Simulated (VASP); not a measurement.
Here is a VASP 6.6.1 calculation.

The input INCAR:

```
PREC = Accurate ; ENCUT = 520
EDIFF = 1E-6 ; ISMEAR = -1
SIGMA = 0.02 ; LREAL = Auto
LASPH = T ; NELM = 60
ALGO = Normal ; ISIF = 2
LWAVE = F ; LCHARG = T
GGA = PE ; IVDW = 12
LELF = T ; LVHAR = T
NBANDS = 38
```

KPOINTS

```
Automatic mesh
0
Gamma
  1 1 1
```

Contents of POSCAR:

```
H12CO5
1.0
    5.7184790000      0.0000000000      0.0000000000
    0.0000000000      5.7184790000      0.0000000000
    0.0000000000      0.0000000000      5.7184790000
O H C
5 12 1
Direct
    0.8261987147      0.3932164479      0.5403185008
    0.5265036385      0.2071529860      0.2302710214
    0.7497448185      0.0871910171      0.8441580357
    0.1397924168      0.9763260475      0.0577601142
    0.2224367703      0.5645906892      0.3172696796
    0.9761511759      0.4175061236      0.4777669027
    0.8273703549      0.2755103236      0.6677125159
    0.6515893474      0.2754753493      0.3428184313
    0.4831004888      0.0496810428      0.2900771341
    0.8856550842      0.0138848110      0.9211890085
    0.6882774248      0.1519285111      0.9868358352
    0.2930324655      0.9969259308     -0.0189036280
    0.1376589824      0.8134855440      0.1194373539
    0.3068648149      0.8565389503      0.4957262237
    0.3192807038      0.4311636014      0.2610659233
    0.1916418684      0.6379668440      0.6854270165
    0.4827157711      0.5895448772      0.5571236687
    0.3088233777      0.6734483068      0.5287944574
```

Potentials or basis: VASP PAW PBE potentials, release 64 (O, H, C).

Run with:

```bash
$ cat potpaw_PBE.64/O/POTCAR potpaw_PBE.64/H/POTCAR potpaw_PBE.64/C/POTCAR > POTCAR
$ mpirun -np 1 vasp_gam > vasp.out
```

What does it give for the largest force?

2.336 eV/Å.

Estimate the dispersion energy per atom.

-0.033 eV.

Forces in eV/Å, atoms in the order of the input:
```
O   -2.192  0.221 -0.258
O    0.317 -0.200  0.891
O    0.364 -0.841 -0.531
O    0.502 -0.573  0.065
O   -1.056  0.138 -0.323
H    1.879  0.348 -1.007
H   -0.097 -0.452  0.463
H   -0.234 -0.331 -0.021
H    0.247  1.055 -0.107
H    0.728 -0.248 -0.623
H   -1.228  0.888  0.806
H   -0.675 -0.151  0.211
H    0.346  0.181 -0.047
H    0.296  1.225  0.101
H    0.218  0.024  0.519
H    0.446  0.049 -0.847
H   -0.212  0.954  0.373
C    0.353 -2.285  0.335
```

Caveat: the k points lie up to 1.10 Å⁻¹ apart.
